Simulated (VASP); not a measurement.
# YbMnAs2 (P4/nmm) in VASP: single point with PBE+U

Aim: the single point of YbMnAs2 with PBE+U.

All numbers are computed with VASP 6.6.1; they aren't measurements. Logs are shortened: lines on timing, memory, paths and dates and some standing lists are left out, and cuts for length are marked.

**1. The cell of the first run**

It takes space group P4/nmm (No. 129, tetragonal). The conventional cell has a = 4.044 Å, b = 4.044 Å, c = 10.546 Å, α = 90.00°, β = 90.00°, γ = 90.00°. Mn (site symmetry -4m2) has 4 As at 2.63 Å and 4 Mn at 2.86 Å and 4 Yb at 3.62 Å within 3.7 Å. Within 4.1 Å of Yb (site symmetry 4mm) lie 8 As at 3.04 to 3.15 Å and 4 Mn at 3.62 Å and 4 Yb at 4.04 Å. As (site symmetry -4m2) has 4 As at 2.86 Å and 4 Yb at 3.04 Å within 3.8 Å. As (site symmetry 4mm) has 4 Mn at 2.63 Å and 4 Yb at 3.15 Å within 3.5 Å.

**2. Single point, PBE+U, collinear spin, antiferromagnetic start**

INCAR reads:

```
ALGO     = Normal         # electronic algorithm
EDIFF    = 1E-6           # SCF threshold, eV
ENCUT    = 520            # plane-wave cutoff, eV
GGA      = PE             # functional
ISIF     = 2              # what is computed and relaxed
ISMEAR   = -1             # smearing method
ISPIN    = 2              # spin polarisation
KPAR     = 4            
LASPH    = T              # aspherical terms in the spheres
LCHARG   = T              # write CHGCAR
LDAU     = T              # DFT+U
LDAUJ    = 0 0 0        
LDAUL    = 2 3 -1         # shell
LDAUPRINT= 1            
LDAUTYPE = 2            
LDAUU    = 3.45 3.51 0    # U, eV
LMAXMIX  = 6              # l up to which the mixer works
LORBIT   = 11             # projections on sites
LREAL    = F              # projectors in reciprocal space
LVHAR    = T            
LWAVE    = F              # write WAVECAR
MAGMOM   = 4.5 -4.5 1 -1 0 0 0 0 # initial moments
NBANDS   = 61             # bands
NELM     = 150            # most SCF steps
PREC     = Accurate       # precision mode
SIGMA    = 0.1            # smearing width, eV
```

KPOINTS reads:

```
k-points
0
Gamma
  6 6 3
```

POSCAR reads:

```
YbMnAs2
1.0
    4.0443498607      0.0000000000      0.0000000000
    0.0000000000      4.0443516299      0.0000000000
    0.0000000000      0.0000000000     10.5460933765
Mn Yb As
2 2 4
Direct
    0.7500000000      0.2500000000      0.5000007450
    0.2500000000      0.7500000000      0.5000008191
    0.2500000000      0.2500000000      0.2158458938
    0.7500000000      0.7500000000      0.7841530481
    0.7500000000      0.2500000000      0.0000007151
    0.2500000000      0.7500000000      0.0000007901
    0.7500000000      0.7500000000      0.3408059495
    0.2500000000      0.2500000000      0.6591920394
```

Potentials or basis: VASP PAW PBE potentials, release 64 (Mn_pv, Yb, As).

Started as:

```sh
cat potpaw_PBE.64/Mn_pv/POTCAR potpaw_PBE.64/Yb/POTCAR potpaw_PBE.64/As/POTCAR > POTCAR
mpirun -np 4 vasp_std > vasp.out
```

OUTCAR:

```text
EDIFF = 1E-6
   ENCUT = 520
   GGA = PE
   ISIF = 2
   ISMEAR = -1
   ISPIN = 2
   LASPH = T
   LORBIT = 11
   LREAL = F
   NELM = 150
   PREC = Accurate

 ion  position               nearest neighbor table
   1  0.750  0.250  0.500-   8 2.63   8 2.63   7 2.63   7 2.63   2 2.86   2 2.86   2 2.86   2 2.86

   2  0.250  0.750  0.500-   8 2.63   8 2.63   7 2.63   7 2.63   1 2.86   1 2.86   1 2.86   1 2.86

   3  0.250  0.250  0.216-   6 3.04   6 3.04   5 3.04   5 3.04   7 3.15   7 3.15   7 3.15   7 3.15
[... 7 lines left out ...]
   7  0.750  0.750  0.341-   2 2.63   2 2.63   1 2.63   1 2.63   3 3.15   3 3.15   3 3.15   3 3.15

   8  0.250  0.250  0.659-   1 2.63   1 2.63   2 2.63   2 2.63   4 3.15   4 3.15   4 3.15   4 3.15

  LATTYP: Found a simple tetragonal cell.
 ALAT       =     4.0443498607
 C/A-ratio  =     2.6076115420

  Lattice vectors:

 A1 = (   4.0443498607,   0.0000000000,   0.0000000000)
 A2 = (   0.0000000000,   4.0443516299,   0.0000000000)
 A3 = (   0.0000000000,   0.0000000000,  10.5460933765)

Analysis of symmetry for initial positions (statically):
=====================================================================
 Subroutine PRICEL returns:
 Original cell was already a primitive cell.

 Routine SETGRP: Setting up the symmetry group for a
 simple tetragonal supercell.

 Subroutine GETGRP returns: Found 16 space group operations
 (whereof  4 operations were pure point group operations)
 out of a pool of 16 trial point group operations.

The static configuration has the point symmetry C_2h.
 The point group associated with its full space group is D_4h.

Analysis of symmetry for dynamics (positions and initial velocities):
=====================================================================
 Subroutine PRICEL returns:
 Original cell was already a primitive cell.

 Routine SETGRP: Setting up the symmetry group for a
 simple tetragonal supercell.

 Subroutine GETGRP returns: Found 16 space group operations
 (whereof  4 operations were pure point group operations)
 out of a pool of 16 trial point group operations.

The dynamic configuration has the point symmetry C_2h.
 The point group associated with its full space group is D_4h.

Analysis of structural, dynamic, and magnetic symmetry:
=====================================================================
 Subroutine PRICEL returns:
 Original cell was already a primitive cell.
[... 311 lines left out ...]

 number of electron      94.0000063 magnetization      -0.0000000

 Free energy of the ion-electron system (eV)
  ---------------------------------------------------
  ext. energy  EPLUGINS =         0.00000000
  ---------------------------------------------------
  free energy    TOTEN  =       -44.71153454 eV

  energy without entropy =      -44.59494625  energy(sigma->0) =      -44.65324040

 E-fermi :   4.5350     XC(G=0): -10.4722

 val. band max:        4.4352530839   @ k =   0.0000   0.5000   0.3333
 cond. band min:       4.7434471085   @ k =   0.5000   0.5000   0.3333
 fundamental gap:      0.3081940246
 Fermi energy:         4.5349833152

 spin component 1

 k-point     1 :       0.0000    0.0000    0.0000
  band No.  band energies     occupation
      1     -46.5060      1.00000
      2     -46.5059      1.00000
      3     -46.4842      1.00000
      4     -46.0324      1.00000
      5     -46.0317      1.00000
      6     -42.0263      1.00000
[... 2969 lines left out ...]
     58       8.5812      0.00000
     59       8.6354      0.00000

 [... further k-points ...]

 [bands above 59 left out]

------------------------ aborting loop because EDIFF is reached ----------------------------------------

  FORCE on cell =-STRESS in cart. coord.  units (eV):
  Direction    XX          YY          ZZ          XY          YZ          ZX
  --------------------------------------------------------------------------------------
  -------------------------------------------------------------------------------------
  Total        0.3529531      0.3548476     -0.0079101      0.0000000      0.0000000      0.0000000
  in kB        3.2782217      3.2958178     -0.0734688      0.0000000      0.0000000      0.0000000
  external PRESSURE =       2.1668569 kB  Pullay stress =       0.0000000 kB

 VOLUME and BASIS-vectors are now :
 -----------------------------------------------------------------------------
  energy-cutoff  :      520.00
  volume of cell :      172.50
      direct lattice vectors                 reciprocal lattice vectors
     4.044349861  0.000000000  0.000000000     0.247258530  0.000000000  0.000000000
     0.000000000  4.044351630  0.000000000     0.000000000  0.247258421  0.000000000
     0.000000000  0.000000000 10.546093377     0.000000000  0.000000000  0.094821842

 POSITION                                       TOTAL-FORCE (eV/Angst)
 -----------------------------------------------------------------------------------
      3.03326      1.01109      5.27305         0.000000      0.000000      0.000030
      1.01109      3.03326      5.27306         0.000000      0.000000     -0.000030
      1.01109      1.01109      2.27633         0.000000      0.000000     -0.059449
      3.03326      3.03326      8.26975         0.000000      0.000000      0.059449
      3.03326      1.01109      0.00001         0.000000      0.000000     -0.000001
      1.01109      3.03326      0.00001        -0.000000     -0.000000      0.000001
      3.03326      3.03326      3.59417         0.000000      0.000000     -0.008245
      1.01109      1.01109      6.95190         0.000000      0.000000      0.008245
 -----------------------------------------------------------------------------------
    total drift:                                0.000000      0.000000      0.080025

  FREE ENERGIE OF THE ION-ELECTRON SYSTEM (eV)
  ---------------------------------------------------
  free  energy   TOTEN  =       -44.7115345447 eV

  energy  without entropy=      -44.5949462524  energy(sigma->0) =      -44.65324040

 total charge

# of ion       s       p       d       f       tot
--------------------------------------------------
    1        0.289   6.248   4.902   0.000  11.439
    2        0.289   6.248   4.902   0.000  11.439
    3        2.106   6.029   0.341  13.699  22.175
    4        2.106   6.029   0.341  13.699  22.175
    5        1.267   1.403   0.031   0.000   2.701
    6        1.267   1.403   0.031   0.000   2.701
    7        1.209   1.594   0.026   0.000   2.829
    8        1.209   1.594   0.026   0.000   2.829
--------------------------------------------------
tot          9.741  30.549  10.600  27.397  78.287

 magnetization (x)

# of ion       s       p       d       f       tot
--------------------------------------------------
    1        0.053   0.058   4.150   0.000   4.261
    2       -0.053  -0.058  -4.150   0.000  -4.261
    3       -0.000  -0.000  -0.000   0.000   0.000
    4        0.000   0.000   0.000  -0.000  -0.000
    5       -0.000  -0.010   0.000   0.000  -0.010
    6        0.000   0.010  -0.000   0.000   0.010
    7        0.000   0.000  -0.000   0.000   0.000
    8       -0.000  -0.000   0.000   0.000  -0.000
--------------------------------------------------
tot          0.000   0.000   0.000   0.000   0.000
```

stdout:

```text
POSCAR found type information on POSCAR MnYbAs
 POSCAR found :  3 types and       8 ions
 scaLAPACK will be used
 LDA part: xc-table for (Slater+PW92), standard interpolation
 POSCAR, INCAR and KPOINTS ok, starting setup
 FFT: planning ... GRIDC
 FFT: planning ... GRID_SOFT
 FFT: planning ... GRID
 WAVECAR not read
 entering main loop
```

Wall time 30 min (4 MPI ranks of Intel Xeon Platinum 8259CL at 2.50GHz (Skylake/Cascade Lake), shared host); peak memory 0.71 GiB.

What came out:

| Quantity | Value |
| --- | --- |
| Free energy | -44.7115 eV |
| Pressure | 0.2 GPa |
| Largest force | 0.059 eV/Å |
| Band gap on the k mesh | zero (filled and empty bands overlap) |
| Net moment | 0.00 μB per cell |
| Site moments | Mn +4.26, -4.26; Yb +0.00, -0.00; As -0.01, +0.01, +0.00, -0.00 μB |
| Valence electrons inside the program's atomic spheres | Mn 11.44; Yb 22.18; As 2.70, 2.83 (each value once) |

Forces on the atoms (eV/Å):
```
Mn   0.000  0.000  0.000
Mn   0.000  0.000  0.000
Yb   0.000  0.000 -0.059
Yb   0.000  0.000  0.059
As   0.000  0.000  0.000
As   0.000  0.000  0.000
As   0.000  0.000 -0.008
As   0.000  0.000  0.008
```

Eigenvalues of the final occupation matrices:
| site | spin | trace | eigenvalues |
| --- | --- | --- | --- |
| site 1 d | 1 | 4.54 | 0.89 0.91 0.91 0.91 0.92 |
| site 1 d | 2 | 0.38 | 0.05 0.07 0.08 0.09 0.09 |
| site 2 d | 1 | 0.38 | 0.05 0.07 0.08 0.09 0.09 |
| site 2 d | 2 | 4.54 | 0.89 0.91 0.91 0.91 0.92 |
| site 3 f | 1 | 6.85 | 0.97 0.98 0.98 0.98 0.98 0.98 0.98 |
| site 3 f | 2 | 6.85 | 0.97 0.98 0.98 0.98 0.98 0.98 0.98 |
| site 4 f | 1 | 6.85 | 0.97 0.98 0.98 0.98 0.98 0.98 0.98 |
| site 4 f | 2 | 6.85 | 0.97 0.98 0.98 0.98 0.98 0.98 0.98 |

Caveat: the antiferromagnetic order is the one typed at the start, and another may lie lower; spin-orbit coupling is left out, which moves the levels of the heavy elements.

The gap in the log of VASP goes by the Fermi energy; the results here count the filled bands.